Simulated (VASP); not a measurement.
# Ag (Fm-3m) in VASP: further runs

The runs below take Ag through density of states, with PBE.

Everything below comes from runs of VASP 6.6.1. Logs are shortened: lines on timing, memory, paths and dates and some standing lists are left out, and cuts for length are marked.

## (1) The cell of the first run

The structure is cubic, space group Fm-3m (No. 225). Conventional cell: a = 3.179 Å, b = 3.179 Å, c = 3.179 Å, α = 90.00°, β = 90.00°, γ = 90.00°. Within 3.0 Å of Ag (site symmetry m-3m) lie 12 Ag at 2.25 Å.

## (2) Density of states, PBE (volume scaled by 0.45)

Input file POSCAR:

```
Ag
1.0
    0.0000000000      1.5894293370      1.5894293370
    1.5894293370      0.0000000000      1.5894293370
    1.5894293370      1.5894293370      0.0000000000
Ag
1
Direct
    0.0000000000      0.0000000000      0.0000000000
```

Input file INCAR.step1:

```
  ALGO = Normal
  EDIFF = 1E-7
  ENCUT = 520
  GGA = PE
  ISIF = 2
  ISMEAR = -1
  LASPH = True
  LCHARG = True
  LMAXMIX = 4
  LREAL = False
  LWAVE = False
  NBANDS = 12
  NELM = 80
  PREC = Accurate
  SIGMA = 0.1
```

Input file KPOINTS.step1:

```
k-points
0
Gamma
  16 16 16
```

Input file INCAR.step2:

```
  ALGO = Normal
  EDIFF = 1E-7
  ENCUT = 520
  GGA = PE
  ICHARG = 11
  ISIF = 2
  ISMEAR = -5
  LASPH = True
  LCHARG = False
  LMAXMIX = 4
  LORBIT = 11
  LREAL = False
  LWAVE = False
  NEDOS = 1001
  NELM = 80
  PREC = Accurate
  SIGMA = 0.1
```

Input file KPOINTS.step2:

```
k-points
0
Gamma
  24 24 24
```

Potentials or basis: VASP PAW PBE potentials, release 64 (Ag).

Started as:

```bash
$ cat potpaw_PBE.64/Ag/POTCAR > POTCAR
$ cp INCAR.step1 INCAR
$ cp KPOINTS.step1 KPOINTS
$ mpirun -np 1 vasp_std > vasp.out
$ cp INCAR.step2 INCAR
$ cp KPOINTS.step2 KPOINTS
$ mpirun -np 1 vasp_std > vasp.out
```

OUTCAR:

```text
EDIFF = 1E-7
   ENCUT = 520
   GGA = PE
   ICHARG = 11
   ISIF = 2
   ISMEAR = -5
   LASPH = True
   LORBIT = 11
   LREAL = False
   NELM = 80
   PREC = Accurate

 ion  position               nearest neighbor table
   1  0.000  0.000  0.000-

  LATTYP: Found a face centered cubic cell.
 ALAT       =     3.1788586740

  Lattice vectors:

 A1 = (   0.0000000000,   1.5894293370,   1.5894293370)
 A2 = (   1.5894293370,   0.0000000000,   1.5894293370)
 A3 = (   1.5894293370,   1.5894293370,   0.0000000000)

Analysis of symmetry for initial positions (statically):
=====================================================================
 Subroutine PRICEL returns:
 Original cell was already a primitive cell.

 Routine SETGRP: Setting up the symmetry group for a
 face centered cubic supercell.

 Subroutine GETGRP returns: Found 48 space group operations
 (whereof 48 operations were pure point group operations)
 out of a pool of 48 trial point group operations.

The static configuration has the point symmetry O_h .

Analysis of symmetry for dynamics (positions and initial velocities):
=====================================================================
 Subroutine PRICEL returns:
 Original cell was already a primitive cell.

 Routine SETGRP: Setting up the symmetry group for a
 face centered cubic supercell.

 Subroutine GETGRP returns: Found 48 space group operations
 (whereof 48 operations were pure point group operations)
 out of a pool of 48 trial point group operations.

The dynamic configuration has the point symmetry O_h .

 Subroutine INISYM returns: Found 48 space group operations
 (whereof 48 operations are pure point group operations),
 and found     1 'primitive' translations

----------------------------------------------------------------------------------------

                                     Primitive cell

  volume of cell :       8.0307

  direct lattice vectors                    reciprocal lattice vectors
     0.000000000  1.589429337  1.589429337    -0.314578313  0.314578313  0.314578313
     1.589429337  0.000000000  1.589429337     0.314578313 -0.314578313  0.314578313
     1.589429337  1.589429337  0.000000000     0.314578313  0.314578313 -0.314578313

  length of vectors
     2.247792525  2.247792525  2.247792525     0.544865622  0.544865622  0.544865622

  position of ions in fractional coordinates (direct lattice)
     0.000000000  0.000000000  0.000000000

  ion indices of the primitive-cell ions
   primitive index   ion index
                 1           1

----------------------------------------------------------------------------------------
[... 78 lines left out ...]
   ISIF   =      2    stress and relaxation
   ISYM   =      2    0-nonsym 1-usesym 2-fastsym
   POTIM  = 0.5000    time-step for ionic-motion
   TEBEG  =    0.0;   TEEND  =   0.0 temperature during run
   PSTRESS=    0.0 pullay stress
   NELECT =      11.0000    total number of electrons
   NUPDOWN=      -1.0000    fix difference up-down
   EMIN   =  10.00;   EMAX   =-10.00  energy-range for DOS
   EFERMI =   0.00;   METHOD = LEGACY
   ISMEAR =    -5;   SIGMA  =   0.10  broadening in eV -4-tet -1-fermi 0-gaus
   EFERMI_NEDOS =   21; number of points for ismear=-14 and -15
   IALGO  =     38    algorithm
   IMIX   =      4    mixing-type and parameters
     AMIX     =   0.40;   BMIX     =  1.00
     AMIX_MAG =   1.60;   BMIX_MAG =  1.00
  volume/ion in A,a.u.               =       8.03        54.19
  Fermi-wavevector in a.u.,A,eV,Ry     =   1.818114  3.435738 44.974594  3.305539
  Thomas-Fermi vector in A             =   2.875176
   LORBIT       =     11    0 simple, 1 ext, 2 COOP (PROOUT), +10 PAW based schemes
   GGA     = PE    functional components
   LHFCALC =     F    Hartree Fock is set to
   AEXX    =    0.0000 exact exchange contribution
   IVDW    =     0    specifies the selected vdW correction
   LEPSILON=     F    determine dielectric tensor
   LRPA    =     F    only Hartree local field effects (RPA)
 non-spin polarized calculation
 Fermi weights with tetrahedron method with Bloechl corrections
  energy-cutoff  :      520.00
  volume of cell :        8.03
 maximum number of plane-waves:       228
 NGX is ok and might be reduce to    18

 number of electron      11.0000002 magnetization

 Free energy of the ion-electron system (eV)
  ---------------------------------------------------
  ext. energy  EPLUGINS =         0.00000000
  ---------------------------------------------------
  free energy    TOTEN  =         6.10783683 eV

  energy without entropy =        6.10783683  energy(sigma->0) =        6.10783683

 E-fermi :  26.1483     XC(G=0): -17.3019

 val. band max:       26.1379032166   @ k =  -0.4583   0.1250   0.0000
 cond. band min:      26.1651063702   @ k =   0.4583   0.2500   0.0000
 fundamental gap:      0.0272031535
 Fermi energy:        26.1483462372

 k-point     1 :       0.0000    0.0000    0.0000
  band No.  band energies     occupation
      1       9.7871      2.00000
      2      14.8714      2.00000
      3      14.8714      2.00000
      4      14.8714      2.00000
      5      18.5880      2.00000
      6      18.5880      2.00000
      7      39.0257      0.00000
      8      47.6927      0.00000
      9      47.6927      0.00000
[... 265 lines left out ...]
 k-point    24 :       0.4583    0.0417    0.0000
  band No.  band energies     occupation
      1      10.5108      2.00000
      2      14.6280      2.00000
      3      14.8301      2.00000
      4      20.0815      2.00000
      5      21.3631      2.00000
      6      22.7209      2.00000
      7      36.1120      0.00000
      8      39.3182      0.00000
      9      49.7122      0.00000

 [... further k-points ...]
[... 5 lines left out ...]
  --------------------------------------------------------------------------------------
  -------------------------------------------------------------------------------------
  Total       33.0733083     33.0733083     33.0733083      0.0000000      0.0000000     -0.0000000
  in kB     6598.3379051   6598.3379051   6598.3379051      0.0000000      0.0000000     -0.0000000
  external PRESSURE =    6598.3379051 kB  Pullay stress =       0.0000000 kB

 VOLUME and BASIS-vectors are now :
 -----------------------------------------------------------------------------
  energy-cutoff  :      520.00
  volume of cell :        8.03
      direct lattice vectors                 reciprocal lattice vectors
     0.000000000  1.589429337  1.589429337    -0.314578313  0.314578313  0.314578313
     1.589429337  0.000000000  1.589429337     0.314578313 -0.314578313  0.314578313
     1.589429337  1.589429337  0.000000000     0.314578313  0.314578313 -0.314578313

 POSITION                                       TOTAL-FORCE (eV/Angst)
 -----------------------------------------------------------------------------------
      0.00000      0.00000      0.00000         0.000000     -0.000000      0.000000
 -----------------------------------------------------------------------------------
    total drift:                               -0.000000     -0.000000      0.000000

  FREE ENERGIE OF THE ION-ELECTRON SYSTEM (eV)
  ---------------------------------------------------
  free  energy   TOTEN  =         6.1078368338 eV

  energy  without entropy=        6.1078368338  energy(sigma->0) =        6.10783683

 total charge

# of ion       s       p       d       tot
------------------------------------------
    1        0.887   1.338   9.822  12.046
```

OUTCAR.step1:

```text
EDIFF = 1E-7
   ENCUT = 520
   GGA = PE
   ISIF = 2
   ISMEAR = -1
   LASPH = True
[... 575 lines left out ...]

 POSITION                                       TOTAL-FORCE (eV/Angst)
 -----------------------------------------------------------------------------------
      0.00000      0.00000      0.00000         0.000000      0.000000      0.000000
 -----------------------------------------------------------------------------------
    total drift:                               -0.000000      0.000000     -0.000000

  FREE ENERGIE OF THE ION-ELECTRON SYSTEM (eV)
  ---------------------------------------------------
  free  energy   TOTEN  =         6.1078450812 eV

  energy  without entropy=        6.1140410346  energy(sigma->0) =        6.11094306
```

OSZICAR.step1:

```text
N       E                     dE             d eps       ncg     rms          rms(c)
DAV:   1     0.621539452334E+02    0.62154E+02   -0.57131E+03  3488   0.930E+02
DAV:   2     0.631510712817E+01   -0.55839E+02   -0.53685E+02  3984   0.233E+02
DAV:   3     0.561931569619E+01   -0.69579E+00   -0.69547E+00  4276   0.252E+01
DAV:   4     0.561847731719E+01   -0.83838E-03   -0.83833E-03  4296   0.941E-01
DAV:   5     0.561847585391E+01   -0.14633E-05   -0.14609E-05  4348   0.359E-02    0.488E+01
DAV:   6     0.592555270888E+01    0.30708E+00   -0.28859E-02  4432   0.172E+00    0.291E+01
DAV:   7     0.610768352488E+01    0.18213E+00   -0.47936E-02  4344   0.214E+00    0.372E-01
DAV:   8     0.610787519979E+01    0.19167E-03   -0.25185E-03  4032   0.547E-01    0.746E-02
DAV:   9     0.610785451951E+01   -0.20680E-04   -0.19432E-05  4268   0.393E-02    0.265E-02
DAV:  10     0.610784459503E+01   -0.99245E-05   -0.52834E-06  4276   0.151E-02    0.372E-03
DAV:  11     0.610784505190E+01    0.45688E-06   -0.13598E-07  3784   0.348E-03    0.680E-04
DAV:  12     0.610784508123E+01    0.29322E-07   -0.94929E-09  2788   0.109E-03
   1 F= 0.61078451E+01 E0= 0.61109431E+01  d E =-.619595E-02
```

Wall time 24 s (1 thread of Intel Xeon 6975P-C, shared host); peak memory 0.15 GiB.

Caveat: tetrahedron occupations give inexact forces and stress in metals.

## (3) Density of states, PBE (volume scaled by 0.92)

Input file POSCAR:

```
Ag
1.0
    0.0000000000      2.0172806805      2.0172806805
    2.0172806805      0.0000000000      2.0172806805
    2.0172806805      2.0172806805      0.0000000000
Ag
1
Direct
    0.0000000000      0.0000000000      0.0000000000
```

Input file INCAR.step1:

```
ALGO     = Normal         # electronic algorithm
EDIFF    = 1E-7           # SCF threshold, eV
ENCUT    = 520            # plane-wave cutoff, eV
GGA      = PE             # functional
ISIF     = 2              # what is computed and relaxed
ISMEAR   = -1             # smearing method
LASPH    = True           # aspherical terms in the spheres
LCHARG   = True           # write CHGCAR
LMAXMIX  = 4              # l up to which the mixer works
LREAL    = False          # projectors in reciprocal space
LWAVE    = False          # write WAVECAR
NBANDS   = 12             # bands
NELM     = 100            # most SCF steps
PREC     = Accurate       # precision mode
SIGMA    = 0.1            # smearing width, eV
```

KPOINTS.step1 is that of step 2.

Input file INCAR.step2:

```
ALGO     = Normal         # electronic algorithm
EDIFF    = 1E-7           # SCF threshold, eV
ENCUT    = 520            # plane-wave cutoff, eV
GGA      = PE             # functional
ICHARG   = 11             # starting density
ISIF     = 2              # what is computed and relaxed
ISMEAR   = -5             # smearing method
LASPH    = True           # aspherical terms in the spheres
LCHARG   = False          # write CHGCAR
LMAXMIX  = 4              # l up to which the mixer works
LORBIT   = 10             # projections on sites
LREAL    = False          # projectors in reciprocal space
LWAVE    = False          # write WAVECAR
NEDOS    = 2001           # points of the DOS
NELM     = 100            # most SCF steps
PREC     = Accurate       # precision mode
SIGMA    = 0.1            # smearing width, eV
```

KPOINTS.step2 is that of step 2.

Potentials or basis: VASP PAW PBE potentials, release 64 (Ag).

Started as:

```bash
$ cat potpaw_PBE.64/Ag/POTCAR > POTCAR
$ cp INCAR.step1 INCAR
$ cp KPOINTS.step1 KPOINTS
$ mpirun -np 1 vasp_std > vasp.out
$ cp INCAR.step2 INCAR
$ cp KPOINTS.step2 KPOINTS
$ mpirun -np 1 vasp_std > vasp.out
```

OUTCAR:

```text
EDIFF = 1E-7
   ENCUT = 520
   GGA = PE
   ICHARG = 11
   ISIF = 2
   ISMEAR = -5
   LASPH = True
   LORBIT = 10
   LREAL = False
   NELM = 100
   PREC = Accurate

 ion  position               nearest neighbor table
   1  0.000  0.000  0.000-

  LATTYP: Found a face centered cubic cell.
 ALAT       =     4.0345613610

  Lattice vectors:

 A1 = (   0.0000000000,   2.0172806805,   2.0172806805)
 A2 = (   2.0172806805,   0.0000000000,   2.0172806805)
 A3 = (   2.0172806805,   2.0172806805,   0.0000000000)

Analysis of symmetry for initial positions (statically):
=====================================================================
 Subroutine PRICEL returns:
 Original cell was already a primitive cell.

 Routine SETGRP: Setting up the symmetry group for a
 face centered cubic supercell.

 Subroutine GETGRP returns: Found 48 space group operations
 (whereof 48 operations were pure point group operations)
 out of a pool of 48 trial point group operations.

The static configuration has the point symmetry O_h .

Analysis of symmetry for dynamics (positions and initial velocities):
=====================================================================
 Subroutine PRICEL returns:
 Original cell was already a primitive cell.

 Routine SETGRP: Setting up the symmetry group for a
 face centered cubic supercell.

 Subroutine GETGRP returns: Found 48 space group operations
 (whereof 48 operations were pure point group operations)
 out of a pool of 48 trial point group operations.

The dynamic configuration has the point symmetry O_h .

 Subroutine INISYM returns: Found 48 space group operations
 (whereof 48 operations are pure point group operations),
 and found     1 'primitive' translations

----------------------------------------------------------------------------------------

                                     Primitive cell

  volume of cell :      16.4183

  direct lattice vectors                    reciprocal lattice vectors
[... 109 lines left out ...]
  Fermi-wavevector in a.u.,A,eV,Ry     =   1.432505  2.707041 27.920105  2.052070
  Thomas-Fermi vector in A             =   2.552125
   LORBIT       =     10    0 simple, 1 ext, 2 COOP (PROOUT), +10 PAW based schemes
   GGA     = PE    functional components
   LHFCALC =     F    Hartree Fock is set to
   AEXX    =    0.0000 exact exchange contribution
   IVDW    =     0    specifies the selected vdW correction
   LEPSILON=     F    determine dielectric tensor
   LRPA    =     F    only Hartree local field effects (RPA)
 non-spin polarized calculation
 Fermi weights with tetrahedron method with Bloechl corrections
  energy-cutoff  :      520.00
  volume of cell :       16.42
 maximum number of plane-waves:       459
 NGX is ok and might be reduce to    24

 number of electron      11.0000002 magnetization

 Free energy of the ion-electron system (eV)
  ---------------------------------------------------
  ext. energy  EPLUGINS =         0.00000000
  ---------------------------------------------------
  free energy    TOTEN  =        -2.67993933 eV

  energy without entropy =       -2.67993933  energy(sigma->0) =       -2.67993933

 E-fermi :   9.0224     XC(G=0): -12.4371

 val. band max:        9.0369228649   @ k =  -0.4583   0.0833   0.0000
 cond. band min:       9.0083738991   @ k =   0.5000   0.3333   0.1250
 fundamental gap:     -0.0285489658
 Fermi energy:         9.0224434668

 k-point     1 :       0.0000    0.0000    0.0000
  band No.  band energies     occupation
      1       0.9165      2.00000
      2       4.0188      2.00000
      3       4.0188      2.00000
      4       4.0188      2.00000
      5       5.1245      2.00000
      6       5.1245      2.00000
      7      25.0682      0.00000
      8      28.8712      0.00000
      9      28.8712      0.00000
[... 265 lines left out ...]
 k-point    24 :       0.4583    0.0417    0.0000
  band No.  band energies     occupation
      1       2.3787      2.00000
      2       3.9869      2.00000
      3       4.0427      2.00000
      4       5.7487      2.00000
      5       5.9554      2.00000
      6       8.0326      2.00000
      7      13.5682      0.00000
      8      24.3793      0.00000
      9      26.9523      0.00000

 [... further k-points ...]
[... 5 lines left out ...]
  --------------------------------------------------------------------------------------
  -------------------------------------------------------------------------------------
  Total        0.9386509      0.9386509      0.9386509      0.0000000      0.0000000     -0.0000000
  in kB       91.5979390     91.5979390     91.5979390      0.0000000      0.0000000     -0.0000000
  external PRESSURE =      91.5979390 kB  Pullay stress =       0.0000000 kB

 VOLUME and BASIS-vectors are now :
 -----------------------------------------------------------------------------
  energy-cutoff  :      520.00
  volume of cell :       16.42
      direct lattice vectors                 reciprocal lattice vectors
     0.000000000  2.017280680  2.017280680    -0.247858419  0.247858419  0.247858419
     2.017280680  0.000000000  2.017280680     0.247858419 -0.247858419  0.247858419
     2.017280680  2.017280680  0.000000000     0.247858419  0.247858419 -0.247858419

 POSITION                                       TOTAL-FORCE (eV/Angst)
 -----------------------------------------------------------------------------------
      0.00000      0.00000      0.00000         0.000000      0.000000      0.000000
 -----------------------------------------------------------------------------------
    total drift:                               -0.000000     -0.000000      0.000000

  FREE ENERGIE OF THE ION-ELECTRON SYSTEM (eV)
  ---------------------------------------------------
  free  energy   TOTEN  =        -2.6799393267 eV

  energy  without entropy=       -2.6799393267  energy(sigma->0) =       -2.67993933

 total charge

# of ion       s       p       d       tot
------------------------------------------
    1        0.434   0.325   9.160   9.919
```

Wall time 35 s (1 thread of Intel Xeon 6975P-C, shared host); peak memory 0.19 GiB.

Results:

```yaml
Valence_electrons_inside_the_program's_atomic_spheres: Ag 9.92
```

Levels at points of the mesh, in eV from the Fermi level:
| k point | band 3 | band 4 | band 5 | band 6 | band 7 | band 8 | band 9 |
| --- | --- | --- | --- | --- | --- | --- | --- |
| (0.00, 0.00, 0.00) | -5.00 | -5.00 | -3.90 | -3.90 | 16.05 | 19.85 | 19.85 |
| (0.50, 0.00, 0.00) | -5.03 | -3.05 | -3.05 | -0.56 | 3.76 | 15.28 | 18.21 |
| (0.50, 0.50, 0.00) | -3.08 | -2.83 | -2.83 | 1.51 | 6.99 | 10.80 | 10.80 |

Caveat: tetrahedron occupations give inexact forces and stress in metals.

[end of part 1 of 2]
